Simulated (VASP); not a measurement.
Write the native input for VASP 6.6.1 that does the following.

```yaml
Task: single point
Functional: PBE
Potentials_or_basis: VASP PAW PBE potentials, release 64 (Pd)
Cutoff: 520 eV
k_mesh: 16 × 16 × 15
Occupations: fermi-dirac, width 0.08 eV
Spin: no spin polarisation
Dipole_correction: no
Further_INCAR_settings: ALGO = Normal; EDIFF = 1e-06; NBANDS = 11
```

The structure of Pd lies in POSCAR:

```
Pd
1.0
    2.6256703410      0.0000000000      0.0000000000
   -1.3128351705      2.2738972172      0.0000000000
    0.0000000000      0.0000000000      2.5600844890
Pd
1
Direct
    0.0000000000      0.0000000000      0.0000000000
```

This cell differs from its parent crystal: volume scaled by 0.92.

These files were run (other wordings do the same):

INCAR

```
ALGO = Normal ; EDIFF = 1E-6
ENCUT = 520 ; GGA = PE
ISIF = 2 ; ISMEAR = -1
LASPH = T ; LCHARG = F
LREAL = F ; LWAVE = F
NBANDS = 11 ; NELM = 100
PREC = Accurate ; SIGMA = 0.08
```

KPOINTS

```
k-points
0
Gamma
  16 16 15
```

Potentials or basis: VASP PAW PBE potentials, release 64 (Pd).

The run is started by

```bash
$ cat potpaw_PBE.64/Pd/POTCAR > POTCAR
$ mpirun -np 1 vasp_std > vasp.out
```

It gave:

| Quantity | Value |
| --- | --- |
| Pressure | 14.4 GPa |
| Band gap on the k mesh | zero (band 5 reaches 10.36 eV, above the bottom of band 6 at 8.22 eV) |

Run time: 55 s on 1 thread of AMD EPYC 7R13, with other jobs on the host, peak memory 0.13 GiB.
